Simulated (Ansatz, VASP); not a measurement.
**Two plane-wave programs on AlCo**

```
Al Co
1.0
     2.73223    0.00000    0.00000
    -1.36612    2.36618    0.00000
     0.00000    0.00000    3.81540
Al Co
1 1
Direct
  0.00000 0.00000 0.50000
  0.66667 0.33333 0.00000
```

Change from the starting cell: species swapped into the LiPt type (P-6m2, No. 187).

Alike in both runs: functional PBE; k mesh 6 × 6 × 4; occupations gaussian, width 0.1 eV; collinear spin.

Ansatz relaxed the structure, and its values are those at the end. VASP's run is a single point on that final structure, the one shown.

|  | VASP | Ansatz |
| --- | --- | --- |
| version | VASP 6.6.1 | Ansatz 0.2.0 |
| potentials or method | VASP PAW PBE potentials, release 64 (Al, Co), cutoff 520 eV | scalar-relativistic, plane waves, PAW |
| valence electrons in the cell | 12 | 20 |

```csv
,VASP,Ansatz,Ansatz less VASP
gap on the k mesh at the Fermi level (eV),none,none,-
pressure (GPa),-0.1,0.0,+0.08
net moment per atom (μB),0.37,0.39,+0.013
size of the moment on the site where the two differ most (μB),0.80,0.83,+0.037
```

Site moments also hang on the region over which each program counts them. A gap of «none» marks a metal or a gap that the smearing closes. The functional is the same, so the differences come from potentials, cutoffs and numerics. VASP's potentials hold 12 valence electrons a cell and Ansatz's 20, so a difference there can come from the potentials and not from the codes.

The k mesh is coarse, so the values compare programs but aren't converged.
